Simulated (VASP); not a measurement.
A run of VASP 6.6.1 is set up as follows.

INCAR

```
PREC = Accurate ; ENCUT = 520
EDIFF = 1E-6 ; ISMEAR = 0
SIGMA = 0.1 ; LREAL = False
LASPH = True ; NELM = 100
ALGO = Normal ; ISIF = 2
LWAVE = False ; LCHARG = True
GGA = PE ; LELF = True
LVHAR = True ; NBANDS = 43
```

The input KPOINTS:

```
regular mesh
0
Gamma
  6 6 1
```

The input POSCAR:

```
HfAl2N3
1.0
    3.3141585900      0.0000000000      0.0000000000
   -1.6570792900      2.8701455300      0.0000000000
    0.0000000000      0.0000000000     17.1849591200
Hf Al N
2 4 6
Direct
    0.6666666700      0.3333333300      0.2500000000
    0.3333333300      0.6666666700      0.7500000000
    0.6666666700      0.3333333300      0.5833333300
    0.6666666700      0.3333333300      0.9166666700
    0.3333333300      0.6666666700      0.0833333300
    0.3333333300      0.6666666700      0.4166666700
    0.0000000000      0.0000000000      0.0000000000
    0.0000000000      0.0000000000      0.3333333300
    0.0000000000      0.0000000000      0.6666666700
    0.0000000000      0.0000000000      0.1666666700
    0.0000000000      0.0000000000      0.5000000000
    0.0000000000      0.0000000000      0.8333333300
```

Potentials or basis: VASP PAW PBE potentials, release 64 (Hf_pv, Al, N).

The run is started by

```console
$ cat potpaw_PBE.64/Hf_pv/POTCAR potpaw_PBE.64/Al/POTCAR potpaw_PBE.64/N/POTCAR > POTCAR
$ mpirun -np 1 vasp_std > vasp.out
```

Q: What does it give for the largest force?

A: 0.515 eV/Å.

Q: Predict the band gap on the k mesh.

A: Zero (band 31 reaches 6.75 eV, above the bottom of band 32 at 6.12 eV).

Q: What does it give for the pressure?

A: -34.7 GPa.

Stress tensor (GPa, compression positive):
```
-36.78   0.00   0.00
  0.00 -36.78   0.00
  0.00   0.00 -30.66
```

Caveat: the k points lie up to 0.37 Å⁻¹ apart; spin-orbit coupling is left out, which moves the levels of the heavy elements.
